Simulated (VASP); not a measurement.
Runs of VASP 6.6.1 on Fe. The structure is that of space group Im-3m (No. 229), or close to it. The cells are those of the table. 

```tsv
task	level	potentials or basis	fixed moment (μB)	cell	k mesh	cutoff (eV)	smearing	second run	gap on the mesh (eV)	pressure (GPa)	moment (μB)
single point	PBE	VASP PAW PBE potentials, release 64 (Fe)	-	a = 2.383 Å, angles 109.5°, 1 atom	13 × 13 × 13	520	fermi-dirac 0.05 eV	-	none	(a)	2.02
single point	PBEsol	VASP PAW PBE potentials, release 64 (Fe)	0.8	a = 2.499 Å, angles 109.5°, 1 atom	11 × 11 × 11	520	fermi-dirac 0.05 eV	-	-	-32.4	0.80
single point	PBE	VASP PAW PBE potentials, release 64 (Fe)	-	a = 2.499 Å, angles 109.5°, 1 atom	13 × 13 × 13	520	gaussian 0.016 eV	-	none	-9.2	2.28
single point	PBE	VASP PAW PBE potentials, release 64 (Fe)	-	a = 2.499 Å, angles 109.5°, 1 atom	13 × 13 × 13	520	fermi-dirac 0.05 eV	-	none	-9.1	2.29
single point	PBE	VASP PAW PBE potentials, release 64 (Fe)	3.8	a = 2.499 Å, angles 109.5°, 1 atom	11 × 11 × 11	520	fermi-dirac 0.05 eV	-	-	39.1	3.80
single point	PBEsol	VASP PAW PBE potentials, release 64 (Fe)	-	a = 2.466 Å, angles 110.0, 110.0, 108.4°, 1 atom	11 × 11 × 11	520	fermi-dirac 0.05 eV	-	none	-11.5	2.24
single point	LDA	VASP PAW LDA potentials, release 64 (Fe_sv)	-	a = 2.532 Å, angles 109.5°, 1 atom	13 × 13 × 13	600	fermi-dirac 0.05 eV	valence_matched	none	-33.2	2.25
single point	PBE	VASP PAW PBE potentials, release 64 (Fe)	-	a = 2.499 Å, angles 109.5°, 1 atom	11 × 11 × 11	520	methfessel-paxton 0.005 eV	-	none	-9.6	2.27
relaxation of cell and atoms	PBE	VASP PAW PBE potentials, release 64 (Fe)	-	relaxed from a = 2.499 Å, angles 109.5°, 1 atom	13 × 13 × 13	600	fermi-dirac 0.05 eV	-	none	0.1	2.13
single point	PBEsol	VASP PAW PBE potentials, release 64 (Fe)	4.5	a = 2.499 Å, angles 109.5°, 1 atom	11 × 11 × 11	520	fermi-dirac 0.05 eV	-	-	74.8	4.50
single point	LDA	VASP PAW LDA potentials, release 64 (Fe)	-	a = 2.483 Å, angles 109.5°, 1 atom	13 × 13 × 13	520	fermi-dirac 0.05 eV	-	none	(b)	2.13
single point	PBEsol+D4	VASP PAW PBE potentials, release 64 (Fe)	-	a = 2.516 Å, angles 109.5°, 1 atom	13 × 13 × 13	520	fermi-dirac 0.05 eV	-	none	-21.3	2.36
```

Alike in all rows: spin collinear, ferromagnetic start.

Task: Estimate the missing entries.

Result: (a) 19.4; (b) -24.5.

Caveats: the PAW data sets were made with another functional, which shifts forces and pressure a little (some runs); the total moment is fixed, so each spin has its own Fermi level (some runs); pairwise dispersion overbinds metals, which lowers pressure and volume (some runs).

A gap of «none» marks levels without a gap at the run's occupations.

The runs don't all hold the same shells in valence.
